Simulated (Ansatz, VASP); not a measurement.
## Pt in VASP and in Ansatz

```xyz
1
Lattice="-1.5842 1.5842 1.5842 1.5842 -1.5842 1.5842 1.5842 1.5842 -1.5842" Properties=species:S:1:pos:R:3 pbc="T T T"
Pt    0.0000    0.0000    0.0000
```

Alike in both runs: task single point; functional PBEsol; k mesh 12 × 12 × 12; occupations fermi-dirac, width 0.1 eV; no spin polarisation.

|  | VASP | Ansatz |
| --- | --- | --- |
| version | VASP 6.6.1 | Ansatz 0.2.0 |
| potentials or method | VASP PAW PBE potentials, release 64 (Pt), cutoff 520 eV | plane waves, PAW |
| valence electrons in the cell | 10 | 18 |

|  | VASP | Ansatz | Ansatz less VASP |
| --- | --- | --- | --- |
| pressure (GPa) | -11.4 | -11.0 | +0.36 |

VASP's potentials were made for PBE, not for PBEsol. VASP's potentials hold 10 valence electrons a cell and Ansatz's 18, so a difference there can come from the potentials and not from the codes.

Spin-orbit coupling is off throughout.
